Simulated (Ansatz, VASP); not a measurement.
# Fe: VASP beside Ansatz

```
Fe
1.0
    -1.37751    1.37751    1.37751
     1.37751   -1.37751    1.37751
     1.37751    1.37751   -1.37751
Fe
1
Direct
  0.00000 0.00000 0.00000
```

Alike in both runs: task single point; functional BLYP; k mesh 25 × 25 × 25; occupations fermi-dirac, width 0.05 eV; collinear spin.

|  | VASP | Ansatz |
| --- | --- | --- |
| version | VASP 6.6.1 | Ansatz 0.2.0 |
| potentials or method | VASP PAW PBE potentials, release 64 (Fe), cutoff 520 eV | plane waves (420 eV) with PAW, scalar-relativistic |
| valence electrons in the cell | 8 | 16 |

```tsv
	VASP	Ansatz	Ansatz less VASP
net moment per atom (μB)	2.04	2.03	-0.008
size of the moment on the site where the two differ most (μB)	2.01	2.05	+0.038
```

VASP's potentials were made for PBE, not for BLYP. Site moments also hang on the region over which each program counts them. VASP's potentials hold 8 valence electrons a cell and Ansatz's 16, so a difference there can come from the potentials and not from the codes.
